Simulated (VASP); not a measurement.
A run of VASP 6.6.1:

INCAR

```
SYSTEM = Be2C
  PREC = Accurate
  ENCUT = 600
  EDIFF = 1E-8
  ISMEAR = 0
  SIGMA = 0.01
  LREAL = .FALSE.
  LASPH = .TRUE.
  NELM = 120
  ALGO = Normal
  ISIF = 3
  LWAVE = .FALSE.
  LCHARG = .FALSE.
  GGA = PS
  NBANDS = 11
  IBRION = 6
  NFREE = 2
  POTIM = 0.015
  NSW = 1
  GGA_COMPAT = .FALSE.
```

KPOINTS

```
regular mesh
0
G
  8 8 8
  0 0 0
```

The input POSCAR:

```
Be2C
1.0
    0.0000000000      2.1232938357      2.1232938357
    2.1232938357      0.0000000000      2.1232938357
    2.1232938357      2.1232938357      0.0000000000
Be C
2 1
Direct
    0.2500000000      0.2500000000      0.2500000000
    0.7500000000      0.7500000000      0.7500000000
    0.0000000000      0.0000000000      0.0000000000
```

Potentials or basis: VASP PAW PBE potentials, release 64 (Be, C).

Launch:

```console
$ cat potpaw_PBE.64/Be/POTCAR potpaw_PBE.64/C/POTCAR > POTCAR
$ mpirun -np 1 vasp_std > vasp.out
```

Hardware: 1 thread of AMD EPYC 7R43 64-Core Processor (Zen 3) (shared host).

Problem. Estimate the wall time of this run.

Solution. Wall time 4.2 min on 1 thread of AMD EPYC 7R43 64-Core Processor (Zen 3), with other jobs on the host, peak memory 0.16 GiB. Counts: scf iterations 145, k points 29.
